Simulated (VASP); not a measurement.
Set up this calculation in VASP 6.6.1, as the native input.

```yaml
Task: single point
Functional: PBE
Potentials_or_basis: VASP PAW PBE potentials, release 64 (Sr_sv, O)
Cutoff: 600 eV
k_mesh: 3 × 3 × 3
Occupations: gaussian, width 0.01 eV
Spin: no spin polarisation
Dipole_correction: no
Further_INCAR_settings: ALGO = Normal; EDIFF = 1e-06; NBANDS = 15
```

The structure of SrO lies in POSCAR:

```
SrO
1.0
    0.0000000000      2.4134715844      2.4134715844
    2.4134715844      0.0000000000      2.4134715844
    2.4134715844      2.4134715844      0.0000000000
Sr O
1 1
Direct
    0.5000000000      0.5000000000      0.5000000000
    0.0000000000      0.0000000000      0.0000000000
```

One way to write it, as run:

INCAR

```
SYSTEM = SrO
PREC = Accurate ; ENCUT = 600
EDIFF = 1E-6 ; ISMEAR = 0
SIGMA = 0.01 ; LREAL = .FALSE.
LASPH = .TRUE. ; NELM = 120
ALGO = Normal ; ISIF = 2
LWAVE = .FALSE. ; LCHARG = .TRUE.
GGA = PE ; LELF = .TRUE.
LVHAR = .TRUE. ; NBANDS = 15
GGA_COMPAT = .FALSE.
```

KPOINTS

```
Automatic mesh
0
G
  3 3 3
  0 0 0
```

Potentials or basis: VASP PAW PBE potentials, release 64 (Sr_sv, O).

The run is started by

```sh
$ cat potpaw_PBE.64/Sr_sv/POTCAR potpaw_PBE.64/O/POTCAR > POTCAR
$ mpirun -np 1 vasp_std > vasp.out
```

Results of the run:

| Property | Result |
| --- | --- |
| Pressure | 32.2 GPa |
| Band gap on the k mesh | 3.61 eV, indirect (least direct gap 3.64 eV) |

Caveat: the k points lie up to 0.75 Å⁻¹ apart.

Wall time 5.4 s on 1 thread of Intel(R) Xeon(R) 6975P-C (Granite Rapids) (shared host), peak memory 0.15 GiB.
